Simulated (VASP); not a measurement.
# Cr (P6/mmm) in VASP: further runs

Runs on Cr. Level: revPBE. Tasks: single point.

All numbers are computed with VASP 6.6.1; they aren't measurements. Logs are shortened: lines on timing, memory, paths and dates and some standing lists are left out, and cuts for length are marked.

### Step 1. The cell of the first run

Symmetry: P6/mmm, No. 191, hexagonal system. Conventional cell: a = 4.364 Å, b = 4.364 Å, c = 2.364 Å, α = 90.00°, β = 90.00°, γ = 120.00°. Cr (site symmetry 6/mmm) has 14 Cr at 2.36 to 2.78 Å within 3.1 Å. Cr (site symmetry -6m2) has 11 Cr at 2.36 to 2.78 Å within 3.1 Å.

This isn't the form of Cr at room conditions, which is bcc.

### Step 2. Single point, revPBE (13.00 Å³/atom)

Input file INCAR:

```
SYSTEM = Cr
  PREC = Accurate
  ENCUT = 520
  EDIFF = 1E-6
  ISMEAR = -1
  SIGMA = 0.1
  LREAL = .FALSE.
  LASPH = .TRUE.
  NELM = 60
  ALGO = Normal
  ISIF = 2
  LWAVE = .FALSE.
  LCHARG = .FALSE.
  GGA = RE
  NBANDS = 25
```

Input file KPOINTS:

```
regular mesh
0
G
  10 10 15
  0 0 0
```

Input file POSCAR:

```
Cr
1.0
    4.3644342077      0.0000000000      0.0000000000
   -2.1822171038      3.7797108970      0.0000000000
    0.0000000000      0.0000000000      2.3639782735
Cr
3
Direct
    0.0000000000      1.0000000000      0.0000000000
    0.3333333333      0.6666666667      0.5000000000
    0.6666666667      0.3333333333      0.5000000000
```

Potentials or basis: VASP PAW PBE potentials, release 64 (Cr_pv).

On the command line:

```
$ cat potpaw_PBE.64/Cr_pv/POTCAR > POTCAR
$ mpirun -np 1 vasp_std > vasp.out
```

OUTCAR:

```text
SYSTEM = Cr
   PREC = Accurate
   ENCUT = 520
   EDIFF = 1E-6
   ISMEAR = -1
   LREAL = .FALSE.
   LASPH = .TRUE.
   NELM = 60
   ISIF = 2
   GGA = RE

 ion  position               nearest neighbor table
   1  0.000  0.000  0.000-   2 2.78   3 2.78   2 2.78   3 2.78   2 2.78   2 2.78   3 2.78   3 2.78
                             3 2.78   3 2.78   2 2.78   2 2.78
   2  0.333  0.667  0.500-   3 2.52   3 2.52   3 2.52   1 2.78   1 2.78   1 2.78   1 2.78   1 2.78
                             1 2.78
   3  0.667  0.333  0.500-   2 2.52   2 2.52   2 2.52   1 2.78   1 2.78   1 2.78   1 2.78   1 2.78
                             1 2.78

  LATTYP: Found a hexagonal cell.
 ALAT       =     4.3644342077
 C/A-ratio  =     0.5416459869

  Lattice vectors:

 A1 = (   4.3644342077,   0.0000000000,   0.0000000000)
 A2 = (  -2.1822171038,   3.7797108970,   0.0000000000)
 A3 = (   0.0000000000,   0.0000000000,   2.3639782735)

Analysis of symmetry for initial positions (statically):
=====================================================================
 Subroutine PRICEL returns:
 Original cell was already a primitive cell.

 Routine SETGRP: Setting up the symmetry group for a
 hexagonal supercell.

 Subroutine GETGRP returns: Found 24 space group operations
 (whereof 24 operations were pure point group operations)
 out of a pool of 24 trial point group operations.

The static configuration has the point symmetry D_6h.

Analysis of symmetry for dynamics (positions and initial velocities):
=====================================================================
 Subroutine PRICEL returns:
 Original cell was already a primitive cell.

 Routine SETGRP: Setting up the symmetry group for a
 hexagonal supercell.

 Subroutine GETGRP returns: Found 24 space group operations
 (whereof 24 operations were pure point group operations)
 out of a pool of 24 trial point group operations.

The dynamic configuration has the point symmetry D_6h.

 Subroutine INISYM returns: Found 24 space group operations
 (whereof 24 operations are pure point group operations),
 and found     1 'primitive' translations

----------------------------------------------------------------------------------------

                                     Primitive cell

  volume of cell :      38.9969

  direct lattice vectors                    reciprocal lattice vectors
     4.364434208  0.000000000  0.000000000     0.229124774  0.132285250  0.000000000
    -2.182217104  3.779710897  0.000000000     0.000000000  0.264570500  0.000000000
     0.000000000  0.000000000  2.363978273     0.000000000  0.000000000  0.423015732

  length of vectors
     4.364434208  4.364434208  2.363978273     0.264570500  0.264570500  0.423015732

  position of ions in fractional coordinates (direct lattice)
     0.000000000  0.000000000  0.000000000
     0.333333333  0.666666667  0.500000000
     0.666666667  0.333333333  0.500000000

  ion indices of the primitive-cell ions
   primitive index   ion index
                 1           1
                 2           2
                 3           3

----------------------------------------------------------------------------------------

 KPOINTS: regular mesh

Automatic generation of k-mesh.
 Grid dimensions read from file:
 generate k-points for:   10   10   15

 Generating k-lattice:

  Cartesian coordinates                     Fractional coordinates (reciprocal lattice)
     0.022912477  0.013228525  0.000000000     0.100000000 -0.000000000  0.000000000
     0.000000000  0.026457050  0.000000000     0.000000000  0.100000000  0.000000000
     0.000000000  0.000000000  0.028201049     0.000000000  0.000000000  0.066666667

  Length of vectors
     0.026457050  0.026457050  0.028201049

  Shift w.r.t. Gamma in fractional coordinates (k-lattice)
     0.000000000  0.000000000  0.000000000

 Subroutine IBZKPT returns following result:
 ===========================================

 Found    112 irreducible k-points:

 Following reciprocal coordinates:
            Coordinates               Weight
  0.000000  0.000000  0.000000      1.000000
  0.100000  0.000000  0.000000      6.000000
  0.200000  0.000000  0.000000      6.000000
  0.300000  0.000000  0.000000      6.000000
  0.400000  0.000000  0.000000      6.000000
  0.500000  0.000000  0.000000      3.000000
[... 16 lines left out ...]
  0.300000  0.100000  0.066667     24.000000
  0.400000  0.100000  0.066667     24.000000
 [... further k-points ...]
   k-points           NKPTS =    112   k-points in BZ     NKDIM =    112   number of bands    NBANDS=     25
   number of dos      NEDOS =    301   number of ions     NIONS =      3
   total plane-waves  NPLWV =  18432
   dimension x,y,z NGX =    32 NGY =   32 NGZ =   18
   dimension x,y,z NGXF=    64 NGYF=   64 NGZF=   36
   ions per type =               3
   NGX,Y,Z   is equivalent  to a cutoff of  12.19, 12.19, 12.66 a.u.
   NGXF,Y,Z  is equivalent  to a cutoff of  24.38, 24.38, 25.32 a.u.
 SYSTEM =  Cr
   PREC   = accura    normal or accurate (medium, high low for compatibility)
   ISTART =      0    job   : 0-new  1-cont  2-samecut
   ICHARG =      2    charge: 1-file 2-atom 10-const
   ISPIN  =      1    spin polarized calculation?
   LNONCOLLINEAR =      F non collinear calculations
   LSORBIT =      F    spin-orbit coupling
   LASPH  =      T    aspherical Exc in radial PAW
   ENCUT  =  520.0 eV  38.22 Ry    6.18 a.u.   8.11  8.11  4.40*2*pi/ulx,y,z
   NELM   =     60;   NELMIN=  2; NELMDL= -5     # of ELM steps
   EDIFF  = 0.1E-05   stopping-criterion for ELM
   LREAL  =      F    real-space projection
   EDIFFG = 0.1E-04   stopping-criterion for IOM
   NSW    =      0    number of steps for IOM
   IBRION =     -1    ionic relax: 0-MD 1-quasi-New 2-CG
   NFREE  =      0    steps in history (QN), initial steepest desc. (CG)
   ISIF   =      2    stress and relaxation
   ISYM   =      2    0-nonsym 1-usesym 2-fastsym
   POTIM  = 0.5000    time-step for ionic-motion
   TEBEG  =    0.0;   TEEND  =   0.0 temperature during run
   PSTRESS=    0.0 pullay stress
   NELECT =      36.0000    total number of electrons
   NUPDOWN=      -1.0000    fix difference up-down
   EMIN   =  10.00;   EMAX   =-10.00  energy-range for DOS
   EFERMI =   0.00;   METHOD = LEGACY
   ISMEAR =    -1;   SIGMA  =   0.10  broadening in eV -4-tet -1-fermi 0-gaus
   EFERMI_NEDOS =   21; number of points for ismear=-14 and -15
   IALGO  =     38    algorithm
   IMIX   =      4    mixing-type and parameters
     AMIX     =   0.40;   BMIX     =  1.00
     AMIX_MAG =   1.60;   BMIX_MAG =  1.00
  volume/ion in A,a.u.               =      13.00        87.72
  Fermi-wavevector in a.u.,A,eV,Ry     =   1.594039  3.012297 34.571872  2.540961
  Thomas-Fermi vector in A             =   2.692176
   LORBIT       =      0    0 simple, 1 ext, 2 COOP (PROOUT), +10 PAW based schemes
   GGA     = RE    functional components
   LHFCALC =     F    Hartree Fock is set to
   AEXX    =    0.0000 exact exchange contribution
   IVDW    =     0    specifies the selected vdW correction
   LEPSILON=     F    determine dielectric tensor
   LRPA    =     F    only Hartree local field effects (RPA)
 non-spin polarized calculation
  energy-cutoff  :      520.00
  volume of cell :       39.00
 maximum number of plane-waves:      1066
   NGX = 17   NGY = 17   NGZ =  9

 number of electron      36.0000025 magnetization

 Free energy of the ion-electron system (eV)
  ---------------------------------------------------
  ext. energy  EPLUGINS =         0.00000000
  ---------------------------------------------------
  free energy    TOTEN  =       -26.21899658 eV

  energy without entropy =      -26.04787757  energy(sigma->0) =      -26.13343707

 E-fermi :   9.4047     XC(G=0): -12.8852

 val. band max:        9.4043209197   @ k =   0.4000   0.1000   0.4667
 cond. band min:       9.4077043975   @ k =   0.4000   0.1000   0.2000
 fundamental gap:      0.0033834779
 Fermi energy:         9.4047058240

 k-point     1 :       0.0000    0.0000    0.0000
  band No.  band energies     occupation
      1     -33.7522      2.00000
      2     -33.7522      2.00000
      3     -33.7459      2.00000
      4     -33.7459      2.00000
      5     -33.3445      2.00000
      6     -33.3445      2.00000
[... 17 lines left out ...]
     24      11.7198      0.00000
     25      11.7198      0.00000

 k-point     2 :       0.1000    0.0000    0.0000
  band No.  band energies     occupation
      1     -33.8008      2.00000
      2     -33.7927      2.00000
      3     -33.6948      2.00000
      4     -33.6895      2.00000
      5     -33.3610      2.00000
      6     -33.3469      2.00000
[... 17 lines left out ...]
     24      11.6575      0.00000
     25      11.7089      0.00000

 k-point     3 :       0.2000    0.0000    0.0000
  band No.  band energies     occupation
      1     -33.8459      2.00000
      2     -33.8107      2.00000
      3     -33.6425      2.00000
      4     -33.6284      2.00000
      5     -33.4054      2.00000
      6     -33.3537      2.00000
[... 17 lines left out ...]
     24      11.4855      0.00000
     25      11.6756      0.00000

 k-point     4 :       0.3000    0.0000    0.0000
  band No.  band energies     occupation
      1     -33.8809      2.00000
      2     -33.7986      2.00000
      3     -33.5970      2.00000
      4     -33.5906      2.00000
      5     -33.4568      2.00000
      6     -33.3638      2.00000
[... 17 lines left out ...]
     24      11.2557      0.00000
     25      11.6189      0.00000

 k-point     5 :       0.4000    0.0000    0.0000
  band No.  band energies     occupation
      1     -33.9031      2.00000
      2     -33.7582      2.00000
      3     -33.6182      2.00000
      4     -33.5643      2.00000
      5     -33.4710      2.00000
      6     -33.3739      2.00000
[... 17 lines left out ...]
     24      11.3462      0.00000
     25      11.5102      0.00000

 k-point     6 :       0.5000    0.0000    0.0000
  band No.  band energies     occupation
      1     -33.9107      2.00000
      2     -33.7122      2.00000
      3     -33.6692      2.00000
      4     -33.5519      2.00000
      5     -33.4664      2.00000
      6     -33.3785      2.00000
[... 17 lines left out ...]
     24      11.3931      0.00000
     25      11.3946      0.00000
[... 393 lines left out ...]
 k-point    21 :       0.1000    0.1000    0.0667
  band No.  band energies     occupation
      1     -33.8187      2.00000
      2     -33.8117      2.00000
      3     -33.6501      2.00000
      4     -33.6412      2.00000
      5     -33.3908      2.00000
      6     -33.3489      2.00000
[... 17 lines left out ...]
     24      11.4354      0.00000
     25      11.5936      0.00000

 k-point    22 :       0.2000    0.1000    0.0667
  band No.  band energies     occupation
      1     -33.8497      2.00000
      2     -33.8144      2.00000
      3     -33.6133      2.00000
      4     -33.5894      2.00000
      5     -33.4405      2.00000
      6     -33.3558      2.00000
[... 17 lines left out ...]
     24      11.2132      0.00000
     25      11.5454      0.00000

 k-point    23 :       0.3000    0.1000    0.0667
  band No.  band energies     occupation
      1     -33.8750      2.00000
      2     -33.7873      2.00000
      3     -33.6103      2.00000
      4     -33.5554      2.00000
      5     -33.4727      2.00000
      6     -33.3639      2.00000
[... 17 lines left out ...]
     24      11.2520      0.00000
     25      11.4709      0.00000

 k-point    24 :       0.4000    0.1000    0.0667
  band No.  band energies     occupation
      1     -33.8885      2.00000
      2     -33.7362      2.00000
      3     -33.6632      2.00000
      4     -33.5384      2.00000
      5     -33.4691      2.00000
      6     -33.3699      2.00000
[... 17 lines left out ...]
     24      11.3663      0.00000
     25      11.4388      0.00000

 [... further k-points ...]

------------------------ aborting loop because EDIFF is reached ----------------------------------------

  FORCE on cell =-STRESS in cart. coord.  units (eV):
  Direction    XX          YY          ZZ          XY          YZ          ZX
  --------------------------------------------------------------------------------------
  -------------------------------------------------------------------------------------
  Total       -3.5827477     -3.5827477     -3.7411801     -0.0000000      0.0000000     -0.0000000
  in kB     -147.1962659   -147.1962659   -153.7054196     -0.0000000      0.0000000     -0.0000000
  external PRESSURE =    -149.3659838 kB  Pullay stress =       0.0000000 kB

 VOLUME and BASIS-vectors are now :
 -----------------------------------------------------------------------------
  energy-cutoff  :      520.00
  volume of cell :       39.00
      direct lattice vectors                 reciprocal lattice vectors
     4.364434208  0.000000000  0.000000000     0.229124774  0.132285250  0.000000000
    -2.182217104  3.779710897  0.000000000     0.000000000  0.264570500  0.000000000
     0.000000000  0.000000000  2.363978273     0.000000000  0.000000000  0.423015732

 POSITION                                       TOTAL-FORCE (eV/Angst)
 -----------------------------------------------------------------------------------
      0.00000      0.00000      0.00000         0.000000      0.000000      0.000000
     -0.00000      2.51981      1.18199        -0.000000      0.000000      0.000000
      2.18222      1.25990      1.18199         0.000000      0.000000      0.000000
 -----------------------------------------------------------------------------------
    total drift:                               -0.000000      0.000000      0.000000

  FREE ENERGIE OF THE ION-ELECTRON SYSTEM (eV)
  ---------------------------------------------------
  free  energy   TOTEN  =       -26.2189965767 eV

  energy  without entropy=      -26.0478775654  energy(sigma->0) =      -26.13343707
```

It took 32 s on 1 thread of Intel Xeon 6975P-C (Granite Rapids), shared host; peak memory 0.2 GiB.

Results:

```yaml
Free_energy: -26.2190 eV
Pressure: -14.9 GPa
Band_gap_on_the_k_mesh: zero (bands 18 and 19 overlap by 0.54 eV)
```

Stress tensor (GPa, compression positive):
```
-14.72   0.00   0.00
  0.00 -14.72   0.00
  0.00   0.00 -15.37
```

Caveat: the cell stands under tension; the PAW data sets were made with another functional, which shifts forces and pressure a little; the run has no spin polarisation, though such a crystal can be magnetic. Spin polarisation is off, so any magnetic state and its effect on volume and gap are missing.

### Step 3. Single point, revPBE (13.48 Å³/atom)

This run uses another cell than the first one, of 13.48 Å³/atom.

INCAR, as its differences from that of step 2:

```diff
@@ -8,3 +8,3 @@
   LASPH = .TRUE.
-  NELM = 60
+  NELM = 80
   ALGO = Normal
```

Input file KPOINTS:

```
Automatic mesh
0
G
  10 10 15
  0 0 0
```

Input file POSCAR:

```
Cr
1.0
    4.4176642612      0.0000000000      0.0000000000
   -2.2088321306      3.8258094756      0.0000000000
    0.0000000000      0.0000000000      2.3928101184
Cr
3
Direct
    0.0000000000      1.0000000000      0.0000000000
    0.3333333333      0.6666666667      0.5000000000
    0.6666666667      0.3333333333      0.5000000000
```

Potentials or basis: VASP PAW PBE potentials, release 64 (Cr_pv).

On the command line:

```
$ cat potpaw_PBE.64/Cr_pv/POTCAR > POTCAR
$ mpirun -np 1 vasp_std > vasp.out
```

It took 42 s on 1 thread of Intel Xeon 6975P-C (Granite Rapids), shared host; peak memory 0.21 GiB.

The run converged. Its results:

```
Free energy            : -26.0606 eV
Pressure               : -20.2 GPa
Band gap on the k mesh : zero (bands 18 and 19 overlap by 0.49 eV)
```

Stress tensor (GPa, compression positive):
```
-19.85   0.00   0.00
  0.00 -19.85   0.00
  0.00   0.00 -20.99
```

Levels at points of the mesh, in eV from the Fermi level:
```tsv
k point	band 15	band 16	band 17	band 18	band 19	band 20	band 21	band 22
(0.00, 0.00, 0.00)	-1.78	-1.78	-1.53	-0.25	-0.25	1.12	1.12	1.16
(0.50, 0.00, 0.00)	-1.62	-1.51	-1.31	0.25	0.65	1.12	1.23	1.28
```

Caveat: the cell stands under tension; the PAW data sets were made with another functional, which shifts forces and pressure a little; the run has no spin polarisation, though such a crystal can be magnetic.

### Step 4. Single point, revPBE

This run uses another cell than the first one, of 12.04 Å³/atom.

Input file INCAR:

```
ALGO = Normal
EDIFF = 1E-7
ENCUT = 520
GGA = RE
ISIF = 2
ISMEAR = -1
LASPH = T
LCHARG = T
LELF = T
LREAL = F
LVHAR = T
LWAVE = F
NBANDS = 25
NELM = 60
PREC = Accurate
SIGMA = 0.1
```

Input file KPOINTS:

```
k-points
0
Gamma
  11 11 18
```

Input file POSCAR:

```
Cr
1.0
    4.2538943468      0.0000000000      0.0000000000
   -2.1269471734      3.6839805694      0.0000000000
    0.0000000000      0.0000000000      2.3041048015
Cr
3
Direct
    0.0000000000      1.0000000000      0.0000000000
    0.3333333333      0.6666666667      0.5000000000
    0.6666666667      0.3333333333      0.5000000000
```

On the command line:

```
$ cat potpaw_PBE.64/Cr_pv/POTCAR > POTCAR
$ mpirun -np 1 vasp_std > vasp.out
```

Run time: 60 s. Hardware: 1 thread of Intel Xeon 6975P-C (Granite Rapids), shared host; peak memory 0.22 GiB.

It converged, with:

| Item | Value |
| --- | --- |
| Free energy | -26.3627 eV |
| Pressure | -0.2 GPa |
| Band gap on the k mesh | zero (bands 18 and 19 overlap by 0.68 eV) |

Stress tensor (GPa, compression positive):
```
-0.30  0.00  0.00
 0.00 -0.30  0.00
 0.00  0.00 -0.06
```

Levels at points of the mesh, in eV from the Fermi level:
| k point | band 14 | band 15 | band 16 | band 17 | band 18 | band 19 | band 20 | band 21 | band 22 | band 23 |
| --- | --- | --- | --- | --- | --- | --- | --- | --- | --- | --- |
| (0.00, 0.00, 0.00) | -2.10 | -2.03 | -2.03 | -1.77 | -0.31 | -0.31 | 1.28 | 1.28 | 1.33 | 1.33 |
| (0.00, 0.00, 0.50) | -2.49 | -1.68 | -0.85 | -0.85 | 0.06 | 0.06 | 1.51 | 1.51 | 1.91 | 1.91 |

Caveat: the PAW data sets were made with another functional, which shifts forces and pressure a little; the run has no spin polarisation, though such a crystal can be magnetic.

### Step 5. Overview

```tsv
cell	k mesh	gap on the mesh (eV)	pressure (GPa)
a = 4.364, b = 4.364, c = 2.364 Å, angles 90.0, 90.0, 120.0°, 3 atoms	10 × 10 × 15	none	-14.9
a = 4.418, b = 4.418, c = 2.393 Å, angles 90.0, 90.0, 120.0°, 3 atoms	10 × 10 × 15	none	-20.2
a = 4.254, b = 4.254, c = 2.304 Å, angles 90.0, 90.0, 120.0°, 3 atoms	11 × 11 × 18	none	-0.2
```

Alike in all rows: task single point; level revPBE; potentials or basis VASP PAW PBE potentials, release 64 (Cr_pv); no spin polarisation; cutoff (eV) 520; smearing fermi-dirac 0.1 eV.

Caveats: the PAW data sets were made with another functional, which shifts forces and pressure a little; the run has no spin polarisation, though such a crystal can be magnetic; the cell stands under tension (at least some runs).

Total energies depend on the potentials used, so only differences within one code and one set of settings carry meaning.
